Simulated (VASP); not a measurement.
Input of a VASP 6.6.1 run:

Contents of INCAR:

```
SYSTEM = PtSe2
PREC = Accurate
ENCUT = 520
EDIFF = 1E-8
ISMEAR = -1
SIGMA = 0.15
LREAL = .False.
LASPH = .True.
NELM = 60
ALGO = Normal
ISIF = 2
LWAVE = .False.
LCHARG = .True.
GGA = PS
NBANDS = 18
IBRION = 8
NSW = 1
```

KPOINTS

```
regular mesh
0
Gamma
  12 12 8
  0 0 0
```

File POSCAR:

```
PtSe2
1.0
    3.7260171074      0.0000000000      0.0000000000
   -1.8630085537      3.2268254699      0.0000000000
    0.0000000000      0.0000000000      4.5796994215
Pt Se
1 2
Direct
    0.0000000000      0.0000000000      0.0000000000
    0.3333333333      0.6666666667      0.2752045396
    0.6666666667      0.3333333333      0.7247954604
```

Potentials or basis: VASP PAW PBE potentials, release 64 (Pt, Se).

Run with:

```sh
$ cat potpaw_PBE.64/Pt/POTCAR potpaw_PBE.64/Se/POTCAR > POTCAR
$ mpirun -np 1 vasp_std > vasp.out
```

Question: What does it give for the highest phonon frequency at Γ, LO-TO splitting left out?

Answer: 227 cm⁻¹.

Phonon frequencies in cm⁻¹ (negative: imaginary):
```
              q point                    frequencies
(0.000, 0.000, 0.000)  0 0 0 163 163 220 222 227 227
```

Caveat: the cell stands under pressure or tension, which shifts response properties.
